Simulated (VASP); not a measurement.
# CoO (I4/mmm) in VASP: single point with PBE

Aim: the single point of CoO with PBE.

All numbers are computed with VASP 6.6.1; they aren't measurements. Logs are shortened: lines on timing, memory, paths and dates and some standing lists are left out, and cuts for length are marked.

## Step 1: The cell of the first run

It takes space group I4/mmm (No. 139, tetragonal). The conventional cell has a = 3.016 Å, b = 3.016 Å, c = 4.215 Å, α = 90.00°, β = 90.00°, γ = 90.00°. Within 2.8 Å of Co (site symmetry 4/mmm) lie 6 O at 2.11 to 2.13 Å. O (site symmetry 4/mmm) has 6 Co at 2.11 to 2.13 Å within 2.8 Å.

## Step 2: Single point, PBE, collinear spin, antiferromagnetic start

Contents of INCAR:

```
PREC     = Accurate       # precision mode
ENCUT    = 600            # plane-wave cutoff, eV
EDIFF    = 1E-6           # SCF threshold, eV
ISMEAR   = 0              # smearing method
SIGMA    = 0.05           # smearing width, eV
LREAL    = False          # projectors in reciprocal space
LASPH    = True           # aspherical terms in the spheres
NELM     = 200            # most SCF steps
ALGO     = Normal         # electronic algorithm
ISIF     = 2              # what is computed and relaxed
LWAVE    = False          # write WAVECAR
LCHARG   = True           # write CHGCAR
ISPIN    = 2              # spin polarisation
MAGMOM   = 3 -3 0 0       # initial moments
LORBIT   = 11             # projections on sites
LMAXMIX  = 4              # l up to which the mixer works
GGA      = PE             # functional
LVHAR    = True         
NBANDS   = 27             # bands
GGA_COMPAT= False        
KPAR     = 4
```

Contents of KPOINTS:

```
Automatic mesh
0
Gamma
  16 8 16
```

Contents of POSCAR:

```
CoO
1.0
   -1.5080004431      1.5080004431      2.1072503604
    3.0160008862     -3.0160008862      4.2145007208
    1.5080004431      1.5080004431     -2.1072503604
Co O
2 2
Direct
    0.0000000000      0.0000000000      0.0000000000
    0.0000000000      0.5000000000      0.0000000000
    0.5000000000      0.2500000000      0.0000000000
    0.5000000000      0.7500000000      0.0000000000
```

Potentials or basis: VASP PAW PBE potentials, release 64 (Co, O).

Started as:

```console
> cat potpaw_PBE.64/Co/POTCAR potpaw_PBE.64/O/POTCAR > POTCAR
> mpirun -np 4 vasp_std > vasp.out
```

OUTCAR:

```text
PREC = Accurate
   ENCUT = 600
   EDIFF = 1E-6
   ISMEAR = 0
   LREAL = False
   LASPH = True
   NELM = 200
   ISIF = 2
   ISPIN = 2
   LORBIT = 11
   GGA = PE

 ion  position               nearest neighbor table
   1  0.000  0.000  0.000-   3 2.11   4 2.11   4 2.13   3 2.13   3 2.13   4 2.13   2 3.00   2 3.00
                             2 3.00   2 3.00   2 3.02   2 3.02
   2  0.000  0.500  0.000-   4 2.11   3 2.11   4 2.13   3 2.13   4 2.13   3 2.13   1 3.00   1 3.00
                             1 3.00   1 3.00   1 3.02   1 3.02
   3  0.500  0.250  0.000-   2 2.11   1 2.11   2 2.13   1 2.13   2 2.13   1 2.13
   4  0.500  0.750  0.000-   1 2.11   2 2.11   2 2.13   1 2.13   1 2.13   2 2.13

  LATTYP: Found a base centered monoclinic cell.
 ALAT       =     5.1824972428
 B/A-ratio  =     0.5819589948
 C/A-ratio  =     1.0000000000
 COS(beta)  =    -0.3226474566

  Lattice vectors:

 A1 = (   1.5080004431,  -1.5080004431,  -2.1072503604)
 A2 = (   1.5080004431,   1.5080004431,  -2.1072503604)
 A3 = (   3.0160008862,   0.0000000000,   4.2145007208)

Analysis of symmetry for initial positions (statically):
=====================================================================
 Subroutine PRICEL returns following result:

  LATTYP: Found a body centered tetragonal cell.
 ALAT       =     3.0160008862
 C/A-ratio  =     1.3973804650
[... 12 lines left out ...]
 Subroutine GETGRP returns: Found  4 space group operations
 (whereof  4 operations were pure point group operations)
 out of a pool of  4 trial point group operations.

The static configuration has the point symmetry C_2h.

Analysis of symmetry for dynamics (positions and initial velocities):
=====================================================================
 Subroutine PRICEL returns following result:

  LATTYP: Found a body centered tetragonal cell.
 ALAT       =     3.0160008862
 C/A-ratio  =     1.3973804650
[... 12 lines left out ...]
 Subroutine GETGRP returns: Found  4 space group operations
 (whereof  4 operations were pure point group operations)
 out of a pool of  4 trial point group operations.

The dynamic configuration has the point symmetry C_2h.

Analysis of structural, dynamic, and magnetic symmetry:
=====================================================================
 Subroutine PRICEL returns following result:

  LATTYP: Found a body centered tetragonal cell.
 ALAT       =     3.0160008862
 C/A-ratio  =     1.3973804650
[... 12 lines left out ...]
 Subroutine GETGRP returns: Found  4 space group operations
 (whereof  4 operations were pure point group operations)
 out of a pool of  4 trial point group operations.

The overall configuration has the point symmetry C_2h.

 Subroutine INISYM returns: Found  4 space group operations
 (whereof  4 operations are pure point group operations),
 and found     2 'primitive' translations

----------------------------------------------------------------------------------------

                                     Primitive cell

  volume of cell :      19.1681

  direct lattice vectors                    reciprocal lattice vectors
    -1.508000443  1.508000443  2.107250360     0.000000000  0.331564889  0.237276030
     1.508000443 -1.508000443  2.107250360     0.331564889  0.000000000  0.237276030
     1.508000443  1.508000443 -2.107250360     0.331564889  0.331564889  0.000000000

  length of vectors
     2.998105194  2.998105194  2.998105194     0.407719500  0.407719500  0.468903563

  position of ions in fractional coordinates (direct lattice)
     0.000000000  0.000000000  0.000000000
     0.500000000  0.500000000  0.000000000

  ion indices of the primitive-cell ions
   primitive index   ion index
                 1           1
                 2           3

----------------------------------------------------------------------------------------

 KPOINTS: Automatic mesh

Automatic generation of k-mesh.
 Grid dimensions read from file:
 generate k-points for:   16    8   16

[... 32 lines left out ...]
 Subroutine IBZKPT returns following result:
 ===========================================

 Found    554 irreducible k-points:

 Following reciprocal coordinates:
            Coordinates               Weight
  0.000000  0.000000  0.000000      1.000000
  0.062500  0.000000 -0.000000      4.000000
  0.125000  0.000000 -0.000000      4.000000
  0.187500  0.000000 -0.000000      4.000000
  0.250000  0.000000 -0.000000      4.000000
  0.312500  0.000000 -0.000000      4.000000
[... 16 lines left out ...]
 -0.187500  0.125000  0.000000      4.000000
 -0.125000  0.125000  0.000000      4.000000
 [... further k-points ...]
   k-points           NKPTS =    554   k-points in BZ     NKDIM =    554   number of bands    NBANDS=     27
   number of dos      NEDOS =    301   number of ions     NIONS =      4
   total plane-waves  NPLWV =  27648
   dimension x,y,z NGX =    24 NGY =   48 NGZ =   24
   dimension x,y,z NGXF=    48 NGYF=   96 NGZF=   48
   ions per type =               2   2
   NGX,Y,Z   is equivalent  to a cutoff of  13.31, 13.31, 13.31 a.u.
   NGXF,Y,Z  is equivalent  to a cutoff of  26.62, 26.62, 26.62 a.u.
 SYSTEM =  unknown system
   PREC   = accura    normal or accurate (medium, high low for compatibility)
   ISTART =      0    job   : 0-new  1-cont  2-samecut
   ICHARG =      2    charge: 1-file 2-atom 10-const
   ISPIN  =      2    spin polarized calculation?
   LNONCOLLINEAR =      F non collinear calculations
   LSORBIT =      F    spin-orbit coupling
   LASPH  =      T    aspherical Exc in radial PAW
   ENCUT  =  600.0 eV  44.10 Ry    6.64 a.u.   5.99 11.98  5.99*2*pi/ulx,y,z
   NELM   =    200;   NELMIN=  2; NELMDL= -5     # of ELM steps
   EDIFF  = 0.1E-05   stopping-criterion for ELM
   LREAL  =      F    real-space projection
   EDIFFG = 0.1E-04   stopping-criterion for IOM
   NSW    =      0    number of steps for IOM
   IBRION =     -1    ionic relax: 0-MD 1-quasi-New 2-CG
   NFREE  =      0    steps in history (QN), initial steepest desc. (CG)
   ISIF   =      2    stress and relaxation
   ISYM   =      2    0-nonsym 1-usesym 2-fastsym
   POTIM  = 0.5000    time-step for ionic-motion
   TEBEG  =    0.0;   TEEND  =   0.0 temperature during run
   PSTRESS=    0.0 pullay stress
   NELECT =      30.0000    total number of electrons
   NUPDOWN=      -1.0000    fix difference up-down
   EMIN   =  10.00;   EMAX   =-10.00  energy-range for DOS
   EFERMI =   0.00;   METHOD = LEGACY
   ISMEAR =     0;   SIGMA  =   0.05  broadening in eV -4-tet -1-fermi 0-gaus
   EFERMI_NEDOS =   21; number of points for ismear=-14 and -15
   IALGO  =     38    algorithm
   IMIX   =      4    mixing-type and parameters
     AMIX     =   0.40;   BMIX     =  1.00
     AMIX_MAG =   1.60;   BMIX_MAG =  1.00
  volume/ion in A,a.u.               =       9.58        64.68
  Fermi-wavevector in a.u.,A,eV,Ry     =   1.508617  2.850872 30.965828  2.275924
  Thomas-Fermi vector in A             =   2.619047
   LORBIT       =     11    0 simple, 1 ext, 2 COOP (PROOUT), +10 PAW based schemes
   GGA     = PE    functional components
   LHFCALC =     F    Hartree Fock is set to
   AEXX    =    0.0000 exact exchange contribution
   IVDW    =     0    specifies the selected vdW correction
   LEPSILON=     F    determine dielectric tensor
   LRPA    =     F    only Hartree local field effects (RPA)
 spin polarized calculation
 Gauss-broadening in eV      SIGMA  =   0.05
  energy-cutoff  :      600.00
  volume of cell :       38.34
 maximum number of plane-waves:      1298
   NGX = 11   NGY = 23   NGZ = 11

 number of electron      30.0000011 magnetization       0.0000000

 number of electron      30.0000011 magnetization      -0.0000000

 Free energy of the ion-electron system (eV)
  ---------------------------------------------------
  ext. energy  EPLUGINS =         0.00000000
  ---------------------------------------------------
  free energy    TOTEN  =       -26.39557775 eV

  energy without entropy =      -26.38680403  energy(sigma->0) =      -26.39119089

 E-fermi :   8.0303     XC(G=0): -12.4500

 val. band max:        8.0302132540   @ k =   0.1875   0.2500   0.0000
 cond. band min:       8.0315679460   @ k =   0.3750  -0.2500   0.0625
 fundamental gap:      0.0013546920
 Fermi energy:         8.0302843461

 spin component 1

 k-point     1 :       0.0000    0.0000    0.0000
  band No.  band energies     occupation
      1     -12.0625      1.00000
      2     -10.8008      1.00000
      3       0.0565      1.00000
      4       2.5078      1.00000
      5       2.5459      1.00000
      6       5.0365      1.00000
[... 709 lines left out ...]
     26      25.6915      0.00000
     27      27.3877      0.00000

 [... further k-points ...]

 spin component 2

 k-point     1 :       0.0000    0.0000    0.0000
  band No.  band energies     occupation
      1     -12.0625      1.00000
      2     -10.8008      1.00000
      3       0.0565      1.00000
      4       2.5078      1.00000
      5       2.5459      1.00000
      6       5.0365      1.00000
[... 709 lines left out ...]
     26      25.6915      0.00000
     27      27.3877      0.00000

 [... further k-points ...]

------------------------ aborting loop because EDIFF is reached ----------------------------------------

  FORCE on cell =-STRESS in cart. coord.  units (eV):
  Direction    XX          YY          ZZ          XY          YZ          ZX
  --------------------------------------------------------------------------------------
  -------------------------------------------------------------------------------------
  Total       -0.1033706     -1.3314362     -0.4929782      0.0000000      0.0000000      1.0692648
  in kB       -4.3201492    -55.6444530    -20.6029406      0.0000000      0.0000000     44.6875769
  external PRESSURE =     -26.8558476 kB  Pullay stress =       0.0000000 kB

 VOLUME and BASIS-vectors are now :
 -----------------------------------------------------------------------------
  energy-cutoff  :      600.00
  volume of cell :       38.34
      direct lattice vectors                 reciprocal lattice vectors
    -1.508000443  1.508000443  2.107250360     0.000000000  0.331564889  0.237276030
     3.016000886 -3.016000886  4.214500721     0.165782445  0.000000000  0.118638015
     1.508000443  1.508000443 -2.107250360     0.331564889  0.331564889  0.000000000

 POSITION                                       TOTAL-FORCE (eV/Angst)
 -----------------------------------------------------------------------------------
      0.00000      0.00000      0.00000         0.000000      0.000000      0.000000
      1.50800     -1.50800      2.10725         0.000000      0.000000     -0.000000
      0.00000      0.00000      2.10725        -0.000000     -0.000000      0.000000
      1.50800     -1.50800      4.21450        -0.000000      0.000000     -0.000000
 -----------------------------------------------------------------------------------
    total drift:                               -0.000000      0.000000     -0.000000

  FREE ENERGIE OF THE ION-ELECTRON SYSTEM (eV)
  ---------------------------------------------------
  free  energy   TOTEN  =       -26.3955777510 eV

  energy  without entropy=      -26.3868040287  energy(sigma->0) =      -26.39119089

 total charge

# of ion       s       p       d       tot
------------------------------------------
    1        0.294   0.358   7.171   7.823
    2        0.294   0.358   7.171   7.823
    3        1.557   3.415   0.000   4.973
    4        1.557   3.415   0.000   4.973
--------------------------------------------------
tot          3.703   7.547  14.341  25.591

 magnetization (x)

# of ion       s       p       d       tot
------------------------------------------
    1       -0.002  -0.005   2.428   2.421
    2        0.002   0.005  -2.428  -2.421
    3        0.000   0.000   0.000   0.000
    4        0.000   0.000   0.000   0.000
--------------------------------------------------
tot          0.000   0.000   0.000   0.000
```

Run time: 4.4 min. Hardware: 4 MPI ranks of Intel Xeon Platinum 8559C (Emerald Rapids), shared host; peak memory 0.96 GiB.

What came out:

| Item | Value |
| --- | --- |
| Free energy | -26.3956 eV |
| Pressure | -2.7 GPa |
| Band gap on the k mesh | zero (filled and empty bands overlap) |
| Net moment | 0.00 μB per cell |
| Site moments | Co +2.42, -2.42; O +0.00 μB |
| Valence electrons inside the program's atomic spheres | Co 7.82; O 4.97 |

Caveat: the stress differs along the axes, from -6 to -0 GPa; semilocal functionals often make such compounds metallic where correlation or magnetic order opens a gap, which also shifts bond lengths. With open d or f shells a metallic result of PBE can be an artefact of self-interaction; +U or a hybrid may open a gap.
